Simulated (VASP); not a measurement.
# InP (F-43m) in VASP: a series of runs

Runs on InP. Level: r2SCAN. Tasks: single point, relaxation of cell and atoms.

Program: VASP 6.6.1. These are calculated values, not measurements. Logs are shortened: lines on timing, memory, paths and dates and some standing lists are left out, and cuts for length are marked.

### 1 The cell of the first run

The structure is cubic, space group F-43m (No. 216). Conventional cell: a = 5.907 Å, b = 5.907 Å, c = 5.907 Å, α = 90.00°, β = 90.00°, γ = 90.00°. In (site symmetry -43m) has 4 P at 2.56 Å within 3.4 Å. Within 3.4 Å of P (site symmetry -43m) lie 4 In at 2.56 Å.

### 2 Single point, r2SCAN

File POSCAR:

```
InP
1.0
    0.0000000000      2.9537390380      2.9537390380
    2.9537390380      0.0000000000      2.9537390380
    2.9537390380      2.9537390380      0.0000000000
In P
1 1
Direct
    0.0000000000      0.0000000000      0.0000000000
    0.2500000000      0.2500000000      0.2500000000
```

File INCAR.step1:

```
PREC = Accurate
ENCUT = 550
ISMEAR = 0
SIGMA = 0.02
LREAL = F
LASPH = T
NELM = 120
NBANDS = 16
GGA = PE
ALGO = Normal
EDIFF = 1E-5
LWAVE = T
LCHARG = F
GGA_COMPAT = F
```

File INCAR.step2:

```
PREC = Accurate
ENCUT = 550
EDIFF = 1E-6
ISMEAR = 0
SIGMA = 0.02
LREAL = F
LASPH = T
NELM = 120
ALGO = Normal
ISIF = 2
LWAVE = F
LCHARG = F
METAGGA = R2SCAN
LMIXTAU = T
NBANDS = 16
ISTART = 1
GGA_COMPAT = F
```

File KPOINTS:

```
Automatic mesh
0
Gamma
  8 8 8
```

Potentials or basis: VASP PAW PBE potentials, release 64 (In_d, P).

Run with:

```bash
> cat potpaw_PBE.64/In_d/POTCAR potpaw_PBE.64/P/POTCAR > POTCAR
> cp INCAR.step1 INCAR
> mpirun -np 1 vasp_std > vasp.out
> cp INCAR.step2 INCAR
> mpirun -np 1 vasp_std > vasp.out
```

OUTCAR:

```text
PREC = Accurate
   ENCUT = 550
   EDIFF = 1E-6
   ISMEAR = 0
   LREAL = F
   LASPH = T
   NELM = 120
   ISIF = 2
   METAGGA = R2SCAN
   ISTART = 1

 ion  position               nearest neighbor table
   1  0.000  0.000  0.000-   2 2.56   2 2.56   2 2.56   2 2.56
   2  0.250  0.250  0.250-   1 2.56   1 2.56   1 2.56   1 2.56

  LATTYP: Found a face centered cubic cell.
 ALAT       =     5.9074780760

  Lattice vectors:

 A1 = (   0.0000000000,   2.9537390380,   2.9537390380)
 A2 = (   2.9537390380,   0.0000000000,   2.9537390380)
 A3 = (   2.9537390380,   2.9537390380,   0.0000000000)

Analysis of symmetry for initial positions (statically):
=====================================================================
 Subroutine PRICEL returns:
 Original cell was already a primitive cell.

 Routine SETGRP: Setting up the symmetry group for a
 face centered cubic supercell.

 Subroutine GETGRP returns: Found 24 space group operations
 (whereof 24 operations were pure point group operations)
 out of a pool of 48 trial point group operations.

The static configuration has the point symmetry T_d .

Analysis of symmetry for dynamics (positions and initial velocities):
=====================================================================
 Subroutine PRICEL returns:
 Original cell was already a primitive cell.

 Routine SETGRP: Setting up the symmetry group for a
 face centered cubic supercell.

 Subroutine GETGRP returns: Found 24 space group operations
 (whereof 24 operations were pure point group operations)
 out of a pool of 48 trial point group operations.

The dynamic configuration has the point symmetry T_d .

 Subroutine INISYM returns: Found 24 space group operations
 (whereof 24 operations are pure point group operations),
 and found     1 'primitive' translations

----------------------------------------------------------------------------------------

                                     Primitive cell

  volume of cell :      51.5402

  direct lattice vectors                    reciprocal lattice vectors
     0.000000000  2.953739038  2.953739038    -0.169276972  0.169276972  0.169276972
     2.953739038  0.000000000  2.953739038     0.169276972 -0.169276972  0.169276972
     2.953739038  2.953739038  0.000000000     0.169276972  0.169276972 -0.169276972

  length of vectors
     4.177217807  4.177217807  4.177217807     0.293196316  0.293196316  0.293196316

  position of ions in fractional coordinates (direct lattice)
     0.000000000  0.000000000  0.000000000
     0.250000000  0.250000000  0.250000000

  ion indices of the primitive-cell ions
   primitive index   ion index
                 1           1
                 2           2

----------------------------------------------------------------------------------------

 KPOINTS: Automatic mesh

Automatic generation of k-mesh.
 Grid dimensions read from file:
 generate k-points for:    8    8    8

 Generating k-lattice:

  Cartesian coordinates                     Fractional coordinates (reciprocal lattice)
    -0.021159621  0.021159621  0.021159621     0.125000000  0.000000000  0.000000000
     0.021159621 -0.021159621  0.021159621     0.000000000  0.125000000  0.000000000
     0.021159621  0.021159621 -0.021159621     0.000000000  0.000000000  0.125000000

  Length of vectors
     0.036649539  0.036649539  0.036649539

  Shift w.r.t. Gamma in fractional coordinates (k-lattice)
     0.000000000  0.000000000  0.000000000

 Subroutine IBZKPT returns following result:
 ===========================================

 Found     29 irreducible k-points:

 Following reciprocal coordinates:
            Coordinates               Weight
  0.000000  0.000000  0.000000      1.000000
  0.125000  0.000000  0.000000      8.000000
  0.250000  0.000000  0.000000      8.000000
  0.375000  0.000000  0.000000      8.000000
  0.500000  0.000000  0.000000      4.000000
  0.125000  0.125000  0.000000      6.000000
[... 16 lines left out ...]
  0.500000  0.250000  0.125000     48.000000
 -0.375000  0.250000  0.125000     24.000000
 [... further k-points ...]
   k-points           NKPTS =     29   k-points in BZ     NKDIM =     29   number of bands    NBANDS=     16
   number of dos      NEDOS =    301   number of ions     NIONS =      2
   total plane-waves  NPLWV =  32768
   dimension x,y,z NGX =    32 NGY =   32 NGZ =   32
   dimension x,y,z NGXF=    64 NGYF=   64 NGZF=   64
   ions per type =               1   1
   NGX,Y,Z   is equivalent  to a cutoff of  12.74, 12.74, 12.74 a.u.
   NGXF,Y,Z  is equivalent  to a cutoff of  25.47, 25.47, 25.47 a.u.
 SYSTEM =  unknown system
   PREC   = accura    normal or accurate (medium, high low for compatibility)
   ISTART =      1    job   : 0-new  1-cont  2-samecut
   ICHARG =      0    charge: 1-file 2-atom 10-const
   ISPIN  =      1    spin polarized calculation?
   LNONCOLLINEAR =      F non collinear calculations
   LSORBIT =      F    spin-orbit coupling
   LASPH  =      T    aspherical Exc in radial PAW
   ENCUT  =  550.0 eV  40.42 Ry    6.36 a.u.   7.99  7.99  7.99*2*pi/ulx,y,z
   NELM   =    120;   NELMIN=  2; NELMDL=  0     # of ELM steps
   EDIFF  = 0.1E-05   stopping-criterion for ELM
   LREAL  =      F    real-space projection
   EDIFFG = 0.1E-04   stopping-criterion for IOM
   NSW    =      0    number of steps for IOM
   IBRION =     -1    ionic relax: 0-MD 1-quasi-New 2-CG
   NFREE  =      0    steps in history (QN), initial steepest desc. (CG)
   ISIF   =      2    stress and relaxation
   ISYM   =      2    0-nonsym 1-usesym 2-fastsym
   POTIM  = 0.5000    time-step for ionic-motion
   TEBEG  =    0.0;   TEEND  =   0.0 temperature during run
   PSTRESS=    0.0 pullay stress
   NELECT =      18.0000    total number of electrons
   NUPDOWN=      -1.0000    fix difference up-down
   EMIN   =  10.00;   EMAX   =-10.00  energy-range for DOS
   EFERMI =   0.00;   METHOD = LEGACY
   ISMEAR =     0;   SIGMA  =   0.02  broadening in eV -4-tet -1-fermi 0-gaus
   EFERMI_NEDOS =   21; number of points for ismear=-14 and -15
   IALGO  =     38    algorithm
   IMIX   =      4    mixing-type and parameters
     AMIX     =   0.40;   BMIX     =  1.00
     AMIX_MAG =   1.60;   BMIX_MAG =  1.00
  volume/ion in A,a.u.               =      25.77       173.91
  Fermi-wavevector in a.u.,A,eV,Ry     =   1.152879  2.178624 18.083896  1.329129
  Thomas-Fermi vector in A             =   2.289526
   LORBIT       =      0    0 simple, 1 ext, 2 COOP (PROOUT), +10 PAW based schemes
   METAGGA = R2SCAN    functional components
   LHFCALC =     F    Hartree Fock is set to
   AEXX    =    0.0000 exact exchange contribution
   IVDW    =     0    specifies the selected vdW correction
   LEPSILON=     F    determine dielectric tensor
   LRPA    =     F    only Hartree local field effects (RPA)
 non-spin polarized calculation
 Gauss-broadening in eV      SIGMA  =   0.02
  energy-cutoff  :      550.00
  volume of cell :       51.54
 maximum number of plane-waves:      1540
   NGX = 15   NGY = 15   NGZ = 15

 number of electron      18.0000009 magnetization

 Free energy of the ion-electron system (eV)
  ---------------------------------------------------
  ext. energy  EPLUGINS =         0.00000000
  ---------------------------------------------------
  free energy    TOTEN  =       -32.29769735 eV

  energy without entropy =      -32.29769735  energy(sigma->0) =      -32.29769735

 E-fermi :   4.8492     XC(G=0):  -9.7707

 val. band max:        4.7544942279   @ k =   0.0000   0.0000   0.0000
 cond. band min:       5.7848342728   @ k =   0.0000   0.0000   0.0000
 fundamental gap:      1.0303400449
 Fermi energy:         4.8491921043

 k-point     1 :       0.0000    0.0000    0.0000
  band No.  band energies     occupation
      1      -9.8572      2.00000
      2      -9.8572      2.00000
      3      -9.8572      2.00000
      4      -9.6906      2.00000
      5      -9.6906      2.00000
      6      -7.0809      2.00000
[... 8 lines left out ...]
     15      14.6389      0.00000
     16      14.6389      0.00000

 k-point     2 :       0.1250    0.0000    0.0000
  band No.  band energies     occupation
      1      -9.8769      2.00000
      2      -9.8498      2.00000
      3      -9.8498      2.00000
      4      -9.6905      2.00000
      5      -9.6905      2.00000
      6      -6.8995      2.00000
[... 8 lines left out ...]
     15      13.9971      0.00000
     16      14.5534      0.00000

 k-point     3 :       0.2500    0.0000    0.0000
  band No.  band energies     occupation
      1      -9.9217      2.00000
      2      -9.8336      2.00000
      3      -9.8336      2.00000
      4      -9.6881      2.00000
      5      -9.6881      2.00000
      6      -6.3953      2.00000
[... 8 lines left out ...]
     15      13.7781      0.00000
     16      14.3409      0.00000

 k-point     4 :       0.3750    0.0000    0.0000
  band No.  band energies     occupation
      1      -9.9633      2.00000
      2      -9.8207      2.00000
      3      -9.8207      2.00000
      4      -9.6822      2.00000
      5      -9.6822      2.00000
      6      -5.7284      2.00000
[... 8 lines left out ...]
     15      14.7533      0.00000
     16      14.7533      0.00000

 k-point     5 :       0.5000    0.0000    0.0000
  band No.  band energies     occupation
      1      -9.9798      2.00000
      2      -9.8165      2.00000
      3      -9.8165      2.00000
      4      -9.6785      2.00000
      5      -9.6785      2.00000
      6      -5.3549      2.00000
[... 8 lines left out ...]
     15      15.9317      0.00000
     16      15.9317      0.00000

 k-point     6 :       0.1250    0.1250    0.0000
  band No.  band energies     occupation
      1      -9.8911      2.00000
      2      -9.8426      2.00000
      3      -9.8426      2.00000
      4      -9.6964      2.00000
      5      -9.6856      2.00000
      6      -6.8396      2.00000
[... 8 lines left out ...]
     15      14.7909      0.00000
     16      14.9705      0.00000

 k-point     7 :       0.2500    0.1250    0.0000
  band No.  band energies     occupation
      1      -9.9275      2.00000
      2      -9.8288      2.00000
      3      -9.8256      2.00000
      4      -9.7004      2.00000
      5      -9.6807      2.00000
      6      -6.4426      2.00000
[... 8 lines left out ...]
     15      14.6829      0.00000
     16      15.6370      0.00000

 k-point     8 :       0.3750    0.1250    0.0000
  band No.  band energies     occupation
      1      -9.9643      2.00000
      2      -9.8175      2.00000
      3      -9.8112      2.00000
      4      -9.6973      2.00000
      5      -9.6761      2.00000
      6      -5.8152      2.00000
[... 8 lines left out ...]
     15      15.2450      0.00000
     16      15.3270      0.00000

 k-point     9 :       0.5000    0.1250    0.0000
  band No.  band energies     occupation
      1      -9.9843      2.00000
      2      -9.8123      2.00000
      3      -9.8062      2.00000
      4      -9.6883      2.00000
      5      -9.6764      2.00000
      6      -5.2869      2.00000
[... 8 lines left out ...]
     15      15.9291      0.00000
     16      15.9582      0.00000
[... 172 lines left out ...]
 k-point    19 :       0.5000    0.3750    0.0000
  band No.  band energies     occupation
      1     -10.0340      2.00000
      2      -9.7664      2.00000
      3      -9.7609      2.00000
      4      -9.7302      2.00000
      5      -9.6609      2.00000
      6      -4.8371      2.00000
[... 8 lines left out ...]
     15      16.1900      0.00000
     16      17.3029      0.00000

 k-point    20 :      -0.3750    0.3750    0.0000
  band No.  band energies     occupation
      1     -10.0208      2.00000
      2      -9.7816      2.00000
      3      -9.7675      2.00000
      4      -9.7165      2.00000
      5      -9.6703      2.00000
      6      -4.7177      2.00000
[... 8 lines left out ...]
     15      15.1303      0.00000
     16      18.2542      0.00000

 k-point    21 :       0.5000    0.5000    0.0000
  band No.  band energies     occupation
      1     -10.0475      2.00000
      2      -9.7530      2.00000
      3      -9.7530      2.00000
      4      -9.7392      2.00000
      5      -9.6559      2.00000
      6      -4.7039      2.00000
[... 8 lines left out ...]
     15      16.0725      0.00000
     16      17.1066      0.00000

 k-point    22 :       0.3750    0.2500    0.1250
  band No.  band energies     occupation
      1      -9.9613      2.00000
      2      -9.8141      2.00000
      3      -9.8078      2.00000
      4      -9.7051      2.00000
      5      -9.6759      2.00000
      6      -5.9779      2.00000
[... 8 lines left out ...]
     15      15.4450      0.00000
     16      16.9120      0.00000

 k-point    23 :       0.5000    0.2500    0.1250
  band No.  band energies     occupation
      1      -9.9866      2.00000
      2      -9.8073      2.00000
      3      -9.7931      2.00000
      4      -9.7016      2.00000
      5      -9.6757      2.00000
      6      -5.3704      2.00000
[... 8 lines left out ...]
     15      16.1201      0.00000
     16      16.6936      0.00000

 k-point    24 :      -0.3750    0.2500    0.1250
  band No.  band energies     occupation
      1      -9.9958      2.00000
      2      -9.8061      2.00000
      3      -9.7878      2.00000
      4      -9.6962      2.00000
      5      -9.6782      2.00000
      6      -5.0381      2.00000
[... 8 lines left out ...]
     15      15.9787      0.00000
     16      16.6344      0.00000

 [... further k-points ...]

------------------------ aborting loop because EDIFF is reached ----------------------------------------

  FORCE on cell =-STRESS in cart. coord.  units (eV):
  Direction    XX          YY          ZZ          XY          YZ          ZX
  --------------------------------------------------------------------------------------
  -------------------------------------------------------------------------------------
  Total       -0.0371377     -0.0371377     -0.0371377      0.0000000      0.0000000     -0.0000000
  in kB       -1.1544598     -1.1544598     -1.1544598      0.0000000      0.0000000     -0.0000000
  external PRESSURE =      -1.1544598 kB  Pullay stress =       0.0000000 kB

 VOLUME and BASIS-vectors are now :
 -----------------------------------------------------------------------------
  energy-cutoff  :      550.00
  volume of cell :       51.54
      direct lattice vectors                 reciprocal lattice vectors
     0.000000000  2.953739038  2.953739038    -0.169276972  0.169276972  0.169276972
     2.953739038  0.000000000  2.953739038     0.169276972 -0.169276972  0.169276972
     2.953739038  2.953739038  0.000000000     0.169276972  0.169276972 -0.169276972

 POSITION                                       TOTAL-FORCE (eV/Angst)
 -----------------------------------------------------------------------------------
      0.00000      0.00000      0.00000         0.000000     -0.000000     -0.000000
      1.47687      1.47687      1.47687        -0.000000      0.000000      0.000000
 -----------------------------------------------------------------------------------
    total drift:                               -0.000000     -0.000000     -0.000000

  FREE ENERGIE OF THE ION-ELECTRON SYSTEM (eV)
  ---------------------------------------------------
  free  energy   TOTEN  =       -32.2976973452 eV

  energy  without entropy=      -32.2976973452  energy(sigma->0) =      -32.29769735
```

Run time: 2.1 min. Hardware: 1 thread of Intel Xeon 8259CL, shared host; peak memory 0.19 GiB.

What came out:

| Property | Result |
| --- | --- |
| Free energy | -32.2977 eV |
| Pressure | -0.1 GPa |
| Band gap on the k mesh | 1.03 eV |

Levels at points of the mesh, in eV from the valence-band top:
```csv
k point,band 7,band 8,band 9,band 10,band 11,band 12
"(0.00, 0.00, 0.00)",0.00,0.00,0.00,1.03,4.44,4.44
"(0.50, 0.00, 0.00)",-5.75,-0.97,-0.97,1.80,5.16,5.16
"(0.50, 0.50, 0.00)",-5.77,-2.33,-2.33,2.04,2.55,9.73
```

Caveat: the PAW data sets were made with another functional, which shifts forces and pressure a little; spin-orbit coupling is left out, which moves the levels of the heavy elements.

(Continued in part 2 of 2.)
